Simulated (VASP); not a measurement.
A run of VASP 6.6.1 is set up as follows.

File INCAR:

```
PREC = Accurate ; ENCUT = 600
EDIFF = 1E-6 ; ISMEAR = -1
SIGMA = 0.1 ; LREAL = F
LASPH = T ; NELM = 80
ALGO = Normal ; ISIF = 3
LWAVE = F ; LCHARG = F
GGA = PE ; IVDW = 13
IBRION = 2 ; NSW = 80
EDIFFG = -0.01
```

Contents of KPOINTS:

```
regular mesh
0
Gamma
  13 13 13
```

The input POSCAR:

```
HfN
1.0
    0.0000000000      2.2560000000      2.2560000000
    2.2560000000      0.0000000000      2.2560000000
    2.2560000000      2.2560000000      0.0000000000
Hf N
1 1
Direct
    0.0000000000      0.0000000000      0.0000000000
    0.5000000000      0.5000000000      0.5000000000
```

Potentials or basis: VASP PAW PBE potentials, release 64 (Hf_pv, N).

Run with:

```sh
$ cat potpaw_PBE.64/Hf_pv/POTCAR potpaw_PBE.64/N/POTCAR > POTCAR
$ mpirun -np 1 vasp_std > vasp.out
```

Q: What does it give for the relaxed volume?

A: 11.45 Å³/atom.

Q: Estimate the dispersion energy per atom.

A: -0.284 eV.

Q: What does it give for the relaxed cell?

A: a = 3.188 Å, b = 3.188 Å, c = 3.188 Å, α = 60.00°, β = 60.00°, γ = 60.00°.

Q: Estimate the space group after relaxing (to 0.1 Å).

A: Fm-3m (No. 225).

Step by step:
```
step  energy change (eV)  largest force (eV/Å)  pressure (GPa)  volume (Å³)
   1              0.0000                0.0000           -0.71        22.96
   2              0.0003                0.0000            1.35        22.80
   3             -0.0001                0.0000            0.01        22.90
```
